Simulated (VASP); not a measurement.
Here is a VASP 6.6.1 calculation.

File INCAR:

```
SYSTEM = HfPd2N4
PREC     = Accurate       ! precision mode
ENCUT    = 600            ! plane-wave cutoff, eV
EDIFF    = 1E-6           ! SCF threshold, eV
ISMEAR   = 0              ! smearing method
SIGMA    = 0.15           ! smearing width, eV
LREAL    = .False.        ! projectors in reciprocal space
LASPH    = .True.         ! aspherical terms in the spheres
NELM     = 120            ! most SCF steps
ALGO     = Normal         ! electronic algorithm
ISIF     = 2              ! what is computed and relaxed
LWAVE    = .False.        ! write WAVECAR
LCHARG   = .False.        ! write CHGCAR
GGA      = PE             ! functional
NBANDS   = 34             ! bands
GGA_COMPAT= .False.
```

The input KPOINTS:

```
regular mesh
0
Gamma
  3 3 3
  0 0 0
```

The input POSCAR:

```
HfPd2N4
1.0
   -3.0015451267      3.0015451267      2.9016268239
    3.0015451267     -3.0015451267      2.9016268239
    3.0015451267      3.0015451267     -2.9016268239
Hf Pd N
1 2 4
Direct
    0.5000000000      0.5000000000      0.0000000000
    0.2500000000      0.7500000000      0.5000000000
    0.7500000000      0.2500000000      0.5000000000
    0.8189545164      0.3520261469      0.1709806632
    0.6479738531      0.8189545164      0.4669283695
    0.3520261469      0.1810454836      0.5330716305
    0.1810454836      0.6479738531      0.8290193368
```

Potentials or basis: VASP PAW PBE potentials, release 64 (Hf_pv, Pd, N).

The run is started by

```sh
$ cat potpaw_PBE.64/Hf_pv/POTCAR potpaw_PBE.64/Pd/POTCAR potpaw_PBE.64/N/POTCAR > POTCAR
$ mpirun -np 1 vasp_std > vasp.out
```

Q: Predict the pressure.

A: -0.6 GPa.

Q: What does it give for the band gap on the k mesh?

A: Zero (bands 25 and 26 overlap by 0.56 eV).

Q: Predict the largest force.

A: 0.038 eV/Å.

Forces in eV/Å, atoms in the order of the input:
```
Hf   0.000  0.000  0.000
Pd   0.000  0.000  0.000
Pd   0.000  0.000  0.000
N    0.020 -0.032  0.000
N   -0.032 -0.020  0.000
N    0.032  0.020  0.000
N   -0.020  0.032  0.000
```

Caveat: the k points lie up to 0.50 Å⁻¹ apart, too coarse for converged energies and pressures of a metal; spin-orbit coupling is left out, which moves the levels of the heavy elements.
